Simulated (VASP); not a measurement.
A run of VASP 6.6.1 is set up as follows.

File INCAR:

```
SYSTEM = Tl
  ALGO = Normal
  EDIFF = 1E-6
  ENCUT = 520
  GGA = RP
  ISIF = 2
  ISMEAR = -1
  LASPH = .True.
  LCHARG = .False.
  LREAL = .False.
  LWAVE = .False.
  NBANDS = 12
  NELM = 100
  PREC = Accurate
  SIGMA = 0.1
```

Contents of KPOINTS:

```
k-points
0
Gamma
  17 17 17
  0 0 0
```

The input POSCAR:

```
Tl
1.0
    0.0000000000      2.5589372917      2.5589372917
    2.5589372917      0.0000000000      2.5589372917
    2.5589372917      2.5589372917      0.0000000000
Tl
1
Direct
    0.0000000000      0.0000000000      0.0000000000
```

Potentials or basis: VASP PAW PBE potentials, release 64 (Tl_d).

Command:

```console
$ cat potpaw_PBE.64/Tl_d/POTCAR > POTCAR
$ mpirun -np 1 vasp_std > vasp.out
```

Predict the pressure.

-0.1 GPa.

Predict the band gap on the k mesh.

zero (an odd number of electrons rules out a gap without spin polarisation).

Caveat: the PAW data sets were made with another functional, which shifts forces and pressure a little; spin-orbit coupling is left out, which moves the levels of the heavy elements.
